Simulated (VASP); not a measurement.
Runs of VASP 6.6.1 on Ba. The structure is that of space group I4/mmm (No. 139), or close to it. The cells are those of the table. 

| cell | gap on the mesh (eV) | pressure (GPa) |
| --- | --- | --- |
| a = 4.337 Å, angles 107.3, 107.3, 113.9°, 1 atom | none | -0.5 |
| a = 4.437 Å, angles 101.5, 101.5, 126.9°, 1 atom | none | (a) |
| a = 4.332 Å, angles 110.8, 110.8, 106.8°, 1 atom | none | -0.5 |
| a = 4.502 Å, angles 122.0, 122.0, 86.6°, 1 atom | none | -0.5 |
| a = 4.492 Å, angles 100.0, 100.0, 130.6°, 1 atom | none | 0.0 |

Alike in all rows: task single point; level PBEsol; potentials or basis VASP PAW PBE potentials, release 64 (Ba_sv); no spin polarisation; k mesh 16 × 16 × 16; cutoff (eV) 520; smearing gaussian 0.15 eV.

Task: Fill in the values left out.

Result: (a) -0.2.

Caveats: the PAW data sets were made with another functional, which shifts forces and pressure a little; spin-orbit coupling is left out, which moves the levels of the heavy elements.

A k mesh can miss the band edges, and the runs leave out spin-orbit coupling on Ba.

A gap of «none» marks levels without a gap at the run's occupations.
